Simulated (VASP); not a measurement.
# CdH2 (Fm-3m) in VASP: notebook

The runs below take CdH2 through single point, relaxation of cell and atoms, with PBE.

All numbers are computed with VASP 6.6.1; they aren't measurements. Logs are shortened: lines on timing, memory, paths and dates and some standing lists are left out, and cuts for length are marked.

## Step 1: The cell of the first run

Symmetry: Fm-3m, No. 225, cubic system. Conventional cell: a = 5.099 Å, b = 5.099 Å, c = 5.099 Å, α = 90.00°, β = 90.00°, γ = 90.00°. Within 2.9 Å of Cd (site symmetry m-3m) lie 8 H at 2.21 Å. Within 2.9 Å of H (site symmetry -43m) lie 4 Cd at 2.21 Å and 6 H at 2.55 Å.

## Step 2: Single point, PBE

File INCAR:

```
PREC     = Accurate       # precision mode
ENCUT    = 520            # plane-wave cutoff, eV
EDIFF    = 1E-7           # SCF threshold, eV
ISMEAR   = 0              # smearing method
SIGMA    = 0.1            # smearing width, eV
LREAL    = F              # projectors in reciprocal space
LASPH    = T              # aspherical terms in the spheres
NELM     = 80             # most SCF steps
ALGO     = Normal         # electronic algorithm
ISIF     = 2              # what is computed and relaxed
LWAVE    = F              # write WAVECAR
LCHARG   = T              # write CHGCAR
GGA      = PE             # functional
LELF     = T              # ELF
LVHAR    = T            
NBANDS   = 14             # bands
```

File KPOINTS:

```
regular mesh
0
Gamma
  8 8 8
```

File POSCAR:

```
CdH2
1.0
    0.0000000000      2.5496679267      2.5496679267
    2.5496679267      0.0000000000      2.5496679267
    2.5496679267      2.5496679267      0.0000000000
Cd H
1 2
Direct
    0.0000000000      0.0000000000      0.0000000000
    0.2500000000      0.2500000000      0.2500000000
    0.7500000000      0.7500000000      0.7500000000
```

Potentials or basis: VASP PAW PBE potentials, release 64 (Cd, H).

Started as:

```
$ cat potpaw_PBE.64/Cd/POTCAR potpaw_PBE.64/H/POTCAR > POTCAR
$ mpirun -np 1 vasp_std > vasp.out
```

OUTCAR:

```text
PREC = Accurate
   ENCUT = 520
   EDIFF = 1E-7
   ISMEAR = 0
   LREAL = F
   LASPH = T
   NELM = 80
   ISIF = 2
   GGA = PE

 ion  position               nearest neighbor table
   1  0.000  0.000  0.000-   2 2.21   3 2.21   3 2.21   3 2.21   3 2.21   2 2.21   2 2.21   2 2.21

   2  0.250  0.250  0.250-   1 2.21   1 2.21   1 2.21   1 2.21
   3  0.750  0.750  0.750-   1 2.21   1 2.21   1 2.21   1 2.21

  LATTYP: Found a face centered cubic cell.
 ALAT       =     5.0993358534

  Lattice vectors:

 A1 = (   0.0000000000,   2.5496679267,   2.5496679267)
 A2 = (   2.5496679267,   0.0000000000,   2.5496679267)
 A3 = (   2.5496679267,   2.5496679267,   0.0000000000)

Analysis of symmetry for initial positions (statically):
=====================================================================
 Subroutine PRICEL returns:
 Original cell was already a primitive cell.

 Routine SETGRP: Setting up the symmetry group for a
 face centered cubic supercell.

 Subroutine GETGRP returns: Found 48 space group operations
 (whereof 48 operations were pure point group operations)
 out of a pool of 48 trial point group operations.

The static configuration has the point symmetry O_h .

Analysis of symmetry for dynamics (positions and initial velocities):
=====================================================================
 Subroutine PRICEL returns:
 Original cell was already a primitive cell.

 Routine SETGRP: Setting up the symmetry group for a
 face centered cubic supercell.

 Subroutine GETGRP returns: Found 48 space group operations
 (whereof 48 operations were pure point group operations)
 out of a pool of 48 trial point group operations.

The dynamic configuration has the point symmetry O_h .

 Subroutine INISYM returns: Found 48 space group operations
 (whereof 48 operations are pure point group operations),
 and found     1 'primitive' translations

----------------------------------------------------------------------------------------

                                     Primitive cell

  volume of cell :      33.1498

  direct lattice vectors                    reciprocal lattice vectors
     0.000000000  2.549667927  2.549667927    -0.196103969  0.196103969  0.196103969
     2.549667927  0.000000000  2.549667927     0.196103969 -0.196103969  0.196103969
     2.549667927  2.549667927  0.000000000     0.196103969  0.196103969 -0.196103969

  length of vectors
     3.605774961  3.605774961  3.605774961     0.339662038  0.339662038  0.339662038

  position of ions in fractional coordinates (direct lattice)
     0.000000000  0.000000000  0.000000000
     0.250000000  0.250000000  0.250000000
     0.750000000  0.750000000  0.750000000

  ion indices of the primitive-cell ions
   primitive index   ion index
                 1           1
                 2           2
                 3           3

----------------------------------------------------------------------------------------

 KPOINTS: regular mesh

Automatic generation of k-mesh.
 Grid dimensions read from file:
 generate k-points for:    8    8    8

 Generating k-lattice:

  Cartesian coordinates                     Fractional coordinates (reciprocal lattice)
    -0.024512996  0.024512996  0.024512996     0.125000000  0.000000000  0.000000000
     0.024512996 -0.024512996  0.024512996     0.000000000  0.125000000  0.000000000
     0.024512996  0.024512996 -0.024512996     0.000000000  0.000000000  0.125000000

  Length of vectors
     0.042457755  0.042457755  0.042457755

  Shift w.r.t. Gamma in fractional coordinates (k-lattice)
     0.000000000  0.000000000  0.000000000

 Subroutine IBZKPT returns following result:
 ===========================================

 Found     29 irreducible k-points:

 Following reciprocal coordinates:
            Coordinates               Weight
  0.000000  0.000000  0.000000      1.000000
  0.125000  0.000000  0.000000      8.000000
  0.250000  0.000000  0.000000      8.000000
  0.375000  0.000000  0.000000      8.000000
  0.500000  0.000000  0.000000      4.000000
  0.125000  0.125000  0.000000      6.000000
[... 16 lines left out ...]
  0.500000  0.250000  0.125000     48.000000
 -0.375000  0.250000  0.125000     24.000000
 [... further k-points ...]
   k-points           NKPTS =     29   k-points in BZ     NKDIM =     29   number of bands    NBANDS=     14
   number of dos      NEDOS =    301   number of ions     NIONS =      3
   total plane-waves  NPLWV =  21952
   dimension x,y,z NGX =    28 NGY =   28 NGZ =   28
   dimension x,y,z NGXF=    56 NGYF=   56 NGZF=   56
   ions per type =               1   2
   NGX,Y,Z   is equivalent  to a cutoff of  12.91, 12.91, 12.91 a.u.
   NGXF,Y,Z  is equivalent  to a cutoff of  25.82, 25.82, 25.82 a.u.
 SYSTEM =  unknown system
   PREC   = accura    normal or accurate (medium, high low for compatibility)
   ISTART =      0    job   : 0-new  1-cont  2-samecut
   ICHARG =      2    charge: 1-file 2-atom 10-const
   ISPIN  =      1    spin polarized calculation?
   LNONCOLLINEAR =      F non collinear calculations
   LSORBIT =      F    spin-orbit coupling
   LASPH  =      T    aspherical Exc in radial PAW
   ENCUT  =  520.0 eV  38.22 Ry    6.18 a.u.   6.70  6.70  6.70*2*pi/ulx,y,z
   NELM   =     80;   NELMIN=  2; NELMDL= -5     # of ELM steps
   EDIFF  = 0.1E-06   stopping-criterion for ELM
   LREAL  =      F    real-space projection
   EDIFFG = 0.1E-05   stopping-criterion for IOM
   NSW    =      0    number of steps for IOM
   IBRION =     -1    ionic relax: 0-MD 1-quasi-New 2-CG
   NFREE  =      0    steps in history (QN), initial steepest desc. (CG)
   ISIF   =      2    stress and relaxation
   ISYM   =      2    0-nonsym 1-usesym 2-fastsym
   POTIM  = 0.5000    time-step for ionic-motion
   TEBEG  =    0.0;   TEEND  =   0.0 temperature during run
   PSTRESS=    0.0 pullay stress
   NELECT =      14.0000    total number of electrons
   NUPDOWN=      -1.0000    fix difference up-down
   EMIN   =  10.00;   EMAX   =-10.00  energy-range for DOS
   EFERMI =   0.00;   METHOD = LEGACY
   ISMEAR =     0;   SIGMA  =   0.10  broadening in eV -4-tet -1-fermi 0-gaus
   EFERMI_NEDOS =   21; number of points for ismear=-14 and -15
   IALGO  =     38    algorithm
   IMIX   =      4    mixing-type and parameters
     AMIX     =   0.40;   BMIX     =  1.00
     AMIX_MAG =   1.60;   BMIX_MAG =  1.00
  volume/ion in A,a.u.               =      11.05        74.57
  Fermi-wavevector in a.u.,A,eV,Ry     =   1.228261  2.321076 20.526080  1.508624
  Thomas-Fermi vector in A             =   2.363193
   LORBIT       =      0    0 simple, 1 ext, 2 COOP (PROOUT), +10 PAW based schemes
   GGA     = PE    functional components
   LHFCALC =     F    Hartree Fock is set to
   AEXX    =    0.0000 exact exchange contribution
   IVDW    =     0    specifies the selected vdW correction
   LEPSILON=     F    determine dielectric tensor
   LRPA    =     F    only Hartree local field effects (RPA)
 non-spin polarized calculation
 Gauss-broadening in eV      SIGMA  =   0.10
  energy-cutoff  :      520.00
  volume of cell :       33.15
 maximum number of plane-waves:       911
   NGX = 13   NGY = 13   NGZ = 13

 number of electron      14.0000005 magnetization

 Free energy of the ion-electron system (eV)
  ---------------------------------------------------
  ext. energy  EPLUGINS =         0.00000000
  ---------------------------------------------------
  free energy    TOTEN  =        -5.81545738 eV

  energy without entropy =       -5.80847897  energy(sigma->0) =       -5.81196817

 E-fermi :   1.3590     XC(G=0):  -9.9375

 val. band max:        1.3408599373   @ k =   0.5000   0.3750   0.0000
 cond. band min:       1.4052749487   @ k =  -0.1250   0.1250   0.0000
 fundamental gap:      0.0644150114
 Fermi energy:         1.3590443309

 k-point     1 :       0.0000    0.0000    0.0000
  band No.  band energies     occupation
      1      -8.0221      2.00000
      2      -7.2822      2.00000
      3      -7.2822      2.00000
      4      -7.2822      2.00000
      5      -7.0313      2.00000
      6      -7.0313      2.00000
      7       1.7190      0.00000
      8      11.7415      0.00000
      9      11.7962      0.00000
     10      11.7962      0.00000
     11      11.7962      0.00000
     12      13.4639      0.00000
     13      13.4639      0.00000
     14      13.4639      0.00000

 k-point     2 :       0.1250    0.0000    0.0000
  band No.  band energies     occupation
      1      -7.7832      2.00000
      2      -7.3112      2.00000
      3      -7.2542      2.00000
      4      -7.2542      2.00000
      5      -7.0339      2.00000
      6      -7.0339      2.00000
      7       1.6298      0.00013
      8       9.0948      0.00000
      9      10.8829      0.00000
     10      11.0285      0.00000
     11      11.0285      0.00000
     12      14.5571      0.00000
     13      14.5571      0.00000
     14      15.3373      0.00000

 k-point     3 :       0.2500    0.0000    0.0000
  band No.  band energies     occupation
      1      -7.7103      2.00000
      2      -7.2202      2.00000
      3      -7.2202      2.00000
      4      -7.0042      2.00000
      5      -7.0042      2.00000
      6      -6.6967      2.00000
      7       0.8742      2.00000
      8       6.9287      0.00000
      9       9.3714      0.00000
     10      10.1081      0.00000
     11      10.1081      0.00000
     12      14.1733      0.00000
     13      14.1733      0.00000
     14      16.7121      0.00000

 k-point     4 :       0.3750    0.0000    0.0000
  band No.  band energies     occupation
      1      -7.8848      2.00000
      2      -7.2317      2.00000
      3      -7.2317      2.00000
      4      -6.9254      2.00000
      5      -6.9254      2.00000
      6      -5.2598      2.00000
      7      -1.0112      2.00000
      8       6.4687      0.00000
      9       8.1082      0.00000
     10       9.5021      0.00000
     11       9.5021      0.00000
     12      13.1916      0.00000
     13      13.1916      0.00000
     14      18.4569      0.00000

 k-point     5 :       0.5000    0.0000    0.0000
  band No.  band energies     occupation
      1      -7.9603      2.00000
      2      -7.2432      2.00000
      3      -7.2432      2.00000
      4      -6.8849      2.00000
      5      -6.8849      2.00000
      6      -3.6034      2.00000
      7      -2.9474      2.00000
      8       6.7167      0.00000
      9       7.4305      0.00000
     10       9.2892      0.00000
     11       9.2892      0.00000
[... 276 lines left out ...]
 k-point    22 :       0.3750    0.2500    0.1250
  band No.  band energies     occupation
      1      -7.6057      2.00000
      2      -7.3450      2.00000
      3      -7.1805      2.00000
      4      -7.0909      2.00000
      5      -6.9830      2.00000
      6      -5.9527      2.00000
      7       0.8544      2.00000
      8       5.0119      0.00000
      9       7.1360      0.00000
     10       8.4948      0.00000
     11      11.3905      0.00000
     12      13.7230      0.00000
     13      15.6895      0.00000
     14      18.2064      0.00000

 k-point    23 :       0.5000    0.2500    0.1250
  band No.  band energies     occupation
      1      -7.7005      2.00000
      2      -7.3708      2.00000
      3      -7.1736      2.00000
      4      -7.0753      2.00000
      5      -6.9363      2.00000
      6      -4.5307      2.00000
      7      -0.5856      2.00000
      8       3.7141      0.00000
      9       6.0023      0.00000
     10       8.9343      0.00000
     11      10.7913      0.00000
     12      14.4228      0.00000
     13      16.4821      0.00000
     14      17.3596      0.00000

 k-point    24 :      -0.3750    0.2500    0.1250
  band No.  band energies     occupation
      1      -7.7512      2.00000
      2      -7.3817      2.00000
      3      -7.1349      2.00000
      4      -7.1054      2.00000
      5      -6.9020      2.00000
      6      -2.7341      2.00000
      7      -2.5540      2.00000
      8       3.4533      0.00000
      9       5.5638      0.00000
     10       9.2691      0.00000
     11      10.2539      0.00000
     12      15.8553      0.00000
     13      16.1381      0.00000
     14      17.9140      0.00000

 [... further k-points ...]

------------------------ aborting loop because EDIFF is reached ----------------------------------------

  FORCE on cell =-STRESS in cart. coord.  units (eV):
  Direction    XX          YY          ZZ          XY          YZ          ZX
  --------------------------------------------------------------------------------------
  -------------------------------------------------------------------------------------
  Total        0.0663625      0.0663625      0.0663625      0.0000000     -0.0000000     -0.0000000
  in kB        3.2073970      3.2073970      3.2073970      0.0000000     -0.0000000     -0.0000000
  external PRESSURE =       3.2073970 kB  Pullay stress =       0.0000000 kB

 VOLUME and BASIS-vectors are now :
 -----------------------------------------------------------------------------
  energy-cutoff  :      520.00
  volume of cell :       33.15
      direct lattice vectors                 reciprocal lattice vectors
     0.000000000  2.549667927  2.549667927    -0.196103969  0.196103969  0.196103969
     2.549667927  0.000000000  2.549667927     0.196103969 -0.196103969  0.196103969
     2.549667927  2.549667927  0.000000000     0.196103969  0.196103969 -0.196103969

 POSITION                                       TOTAL-FORCE (eV/Angst)
 -----------------------------------------------------------------------------------
      0.00000      0.00000      0.00000        -0.000000     -0.000000     -0.000000
      1.27483      1.27483      1.27483        -0.000000     -0.000000      0.000000
      3.82450      3.82450      3.82450         0.000000      0.000000     -0.000000
 -----------------------------------------------------------------------------------
    total drift:                               -0.000000     -0.000000      0.000000

  FREE ENERGIE OF THE ION-ELECTRON SYSTEM (eV)
  ---------------------------------------------------
  free  energy   TOTEN  =        -5.8154573826 eV

  energy  without entropy=       -5.8084789668  energy(sigma->0) =       -5.81196817
```

Wall time 14 s (1 thread of Intel Xeon Platinum 8488C (Sapphire Rapids), shared host); peak memory 0.16 GiB.

Results:

```
Free energy            : -5.8155 eV
Pressure               : 0.3 GPa
Band gap on the k mesh : zero (band 7 reaches 1.72 eV, above the bottom of band 8 at 0.77 eV)
```

## Step 3: Relaxation of cell and atoms, PBE

This run uses another cell than the first one, of 7.59 Å³/atom, 0.687 times its volume.

File INCAR:

```
SYSTEM = CdH2
PREC = Accurate
ENCUT = 600
EDIFF = 1E-6
ISMEAR = 0
SIGMA = 0.1
LREAL = .FALSE.
LASPH = .TRUE.
NELM = 60
ALGO = Normal
ISIF = 3
LWAVE = .FALSE.
LCHARG = .FALSE.
GGA = PE
IBRION = 2
NSW = 90
EDIFFG = -0.0325
```

File KPOINTS:

```
regular mesh
0
G
  8 8 8
  0 0 0
```

File POSCAR:

```
CdH2
1.0
    0.0000000000      2.2499520855      2.2499520855
    2.2499520855      0.0000000000      2.2499520855
    2.2499520855      2.2499520855      0.0000000000
Cd H
1 2
Direct
    0.0000000000      0.0000000000      0.0000000000
    0.2500000000      0.2500000000      0.2500000000
    0.7500000000      0.7500000000      0.7500000000
```

Potentials or basis: VASP PAW PBE potentials, release 64 (Cd, H).

Started as:

```
$ cat potpaw_PBE.64/Cd/POTCAR potpaw_PBE.64/H/POTCAR > POTCAR
$ mpirun -np 1 vasp_std > vasp.out
```

Wall time 27 s (1 thread of Intel Xeon Platinum 8488C (Sapphire Rapids), shared host); peak memory 0.16 GiB.

Results (log left out):

```
Free energy                            : -5.8052 eV
Relaxed volume                         : 11.09 Å³/atom
Relaxed cell                           : a = 3.610 Å, b = 3.610 Å, c = 3.610 Å, α = 60.00°, β = 60.00°, γ = 60.00°
Space group after relaxing (to 0.05 Å) : Fm-3m (No. 225)
Energy gained by relaxing              : 395.9 meV/atom
Ionic steps                            : 4
Pressure after relaxing                : -0.1 GPa
Band gap on the k mesh                 : zero (band 7 reaches 1.70 eV, above the bottom of band 8 at 0.74 eV)
```

Step by step:
```tsv
step	energy change (eV)	largest force (eV/Å)	pressure (GPa)	volume (Å³)
1	0.0000	0.0000	50.65	22.78
2	-1.1724	0.0000	3.28	31.65
3	-1.1794	0.0000	-2.13	34.46
4	-1.1878	0.0000	-0.11	33.28
```

Final structure:
```cif
data_structure
_symmetry_space_group_name_H-M 'P 1'
_symmetry_Int_Tables_number 1
_cell_length_a 3.6105
_cell_length_b 3.6105
_cell_length_c 3.6105
_cell_angle_alpha 60.000
_cell_angle_beta 60.000
_cell_angle_gamma 60.000
_cell_volume 33.28
loop_
_atom_site_label
_atom_site_type_symbol
_atom_site_fract_x
_atom_site_fract_y
_atom_site_fract_z
_atom_site_occupancy
Cd1 Cd 0.00000 0.00000 0.00000 1
H1 H 0.25000 0.25000 0.25000 1
H2 H 0.75000 0.75000 0.75000 1
```

Levels at points of the mesh, in eV from the Fermi level:
```
           k point  band 5  band 6  band 7  band 8  band 9  band 10
(0.00, 0.00, 0.00)   -8.38   -8.38    0.36   10.35   10.41    10.41
(0.50, 0.00, 0.00)   -8.24   -4.94   -4.30    5.33    6.07     7.91
(0.50, 0.50, 0.00)   -8.21   -5.11   -0.73    0.09    4.16     4.16
```

Caveat: the volume moved by over 15 % at a fixed basis, so the end points are rough.
